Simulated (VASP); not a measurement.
A run of VASP 6.6.1 is set up as follows.

INCAR

```
PREC = Accurate
ENCUT = 600
EDIFF = 1E-6
ISMEAR = 0
SIGMA = 0.1
LREAL = F
LASPH = T
NELM = 100
ALGO = Fast
ISIF = 3
LWAVE = F
LCHARG = F
GGA = PE
IBRION = 2
NSW = 80
EDIFFG = -0.001
```

The input KPOINTS:

```
regular mesh
0
Gamma
  12 12 4
```

The input POSCAR:

```
Hf2B
1.0
    3.1699944049      0.0000000000      0.0000000000
   -1.5849972025      2.7452956845      0.0000000000
    0.0000000000      0.0000000000     11.3329820358
Hf B
4 2
Direct
    0.0000000000      0.0000000000      0.1511012290
    0.0000000000      0.0000000000      0.8488987710
    0.3333333333      0.6666666667      0.3887028186
    0.6666666667      0.3333333333      0.6112971814
    0.3333333333      0.6666666667      0.9994615067
    0.6666666667      0.3333333333      0.0005384933
```

Potentials or basis: VASP PAW PBE potentials, release 64 (Hf_pv, B).

The run is started by

```console
$ cat potpaw_PBE.64/Hf_pv/POTCAR potpaw_PBE.64/B/POTCAR > POTCAR
$ mpirun -np 1 vasp_std > vasp.out
```

Question: Estimate the relaxed cell.

Answer: a = 3.166 Å, b = 3.166 Å, c = 11.324 Å, α = 90.00°, β = 90.00°, γ = 120.00°.

Question: What does it give for the relaxed volume?

Answer: 16.39 Å³/atom.

The path:
```tsv
step	energy change (eV)	largest force (eV/Å)	pressure (GPa)	volume (Å³)
1	0.0000	0.0183	-0.46	98.63
2	0.0002	0.0416	0.58	97.96
3	-0.0005	0.0130	0.01	98.32
4	-0.0005	0.0127	0.02	98.33
5	-0.0003	0.0155	-0.22	98.48
6	-0.0005	0.0132	-0.02	98.34
7	-0.0005	0.0079	-0.02	98.33
8	-0.0005	0.0029	-0.02	98.33
9	-0.0005	0.0012	0.02	98.29
10	-0.0005	0.0013	0.04	98.30
11	-0.0005	0.0014	0.02	98.31
12	-0.0005	0.0013	0.01	98.31
13	-0.0005	0.0018	0.01	98.31
14	-0.0005	0.0012	0.01	98.31
15	-0.0005	0.0009	0.01	98.31
16	-0.0005	0.0007	0.01	98.31
17	-0.0005	0.0004	0.02	98.32
18	-0.0005	0.0030	-0.03	98.34
19	-0.0005	0.0011	-0.03	98.33
20	-0.0005	0.0003	-0.03	98.32
21	-0.0005	0.0002	-0.02	98.32
22	-0.0005	0.0002	-0.01	98.32
23	-0.0005	0.0002	-0.01	98.32
24	-0.0005	0.0002	-0.01	98.32
```
